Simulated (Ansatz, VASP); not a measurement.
## HfN: VASP beside Ansatz

```
Hf N
1.0
     0.00000    2.45482    2.45482
     2.45482    0.00000    2.45482
     2.45482    2.45482    0.00000
Hf N
1 1
Direct
  0.00000 0.00000 0.00000
  0.25000 0.25000 0.25000
```

Alike in both runs: task single point; functional LDA; k mesh 12 × 12 × 12; occupations fermi-dirac, width 0.15 eV; no spin polarisation.

|  | VASP | Ansatz |
| --- | --- | --- |
| version | VASP 6.6.1 | Ansatz 0.2.0 |
| potentials or method | VASP PAW LDA potentials, release 64 (Hf_pv, N) | plane waves, PAW |
| plane-wave cutoff (eV) | 600 | 420 |
| valence electrons in the cell | 15 | 31 |

VASP gave:

- gap on the k mesh at the Fermi level (eV): none
- pressure (GPa): -9.8

Problem. Which values does Ansatz return?

Solution. gap on the k mesh at the Fermi level (eV): none; pressure (GPa): -9.4.

LDA's correlation is that of Perdew and Zunger in VASP and of Perdew and Wang (1992) in Ansatz. A gap of «none» marks a metal or a gap that the smearing closes. VASP's potentials hold 15 valence electrons a cell and Ansatz's 31, so a difference there can come from the potentials and not from the codes.

Spin-orbit coupling is off throughout.
